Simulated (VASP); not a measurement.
Input of a VASP 6.6.1 run:

INCAR

```
  ALGO = Normal
  EDIFF = 1E-7
  EDIFFG = -0.002
  ENCUT = 600
  GGA = PS
  IBRION = 2
  ISIF = 3
  ISMEAR = -1
  LASPH = True
  LCHARG = False
  LREAL = False
  LWAVE = False
  NELM = 100
  NSW = 100
  PREC = Accurate
  PSTRESS = 70.0
  SIGMA = 0.1
```

File KPOINTS:

```
k-points
0
Gamma
  14 14 14
```

POSCAR

```
ScPt
1.0
    3.2602670112      0.0000000000      0.0000000000
    0.0000000000      3.2602670112      0.0000000000
    0.0000000000      0.0000000000      3.2602670112
Sc Pt
1 1
Direct
    0.5000000000      0.5000000000      0.5000000000
    0.0000000000      0.0000000000      0.0000000000
```

Potentials or basis: VASP PAW PBE potentials, release 64 (Sc_sv, Pt).

Command:

```console
$ cat potpaw_PBE.64/Sc_sv/POTCAR potpaw_PBE.64/Pt/POTCAR > POTCAR
$ mpirun -np 1 vasp_std > vasp.out
```

Task: What does it give for the relaxed volume?

Result: 16.64 Å³/atom.

Task: Predict the space group after relaxing (to 0.05 Å).

Result: Pm-3m (No. 221).

Task: What does it give for the relaxed cell?

Result: a = 3.216 Å, b = 3.216 Å, c = 3.216 Å, α = 90.00°, β = 90.00°, γ = 90.00°.

Final structure:
```yaml
crystal:
  lattice:
    - [3.21633, 0.00000, 0.00000]
    - [0.00000, 3.21633, 0.00000]
    - [0.00000, 0.00000, 3.21633]
  atoms:
    - { symbol: Sc, position: [0.50000, 0.50000, 0.50000] }
    - { symbol: Pt, position: [0.00000, 0.00000, 0.00000] }
```

Caveat: the cell is relaxed towards a set pressure, so the enthalpy falls and the energy may rise; the PAW data sets were made with another functional, which shifts forces and pressure a little.
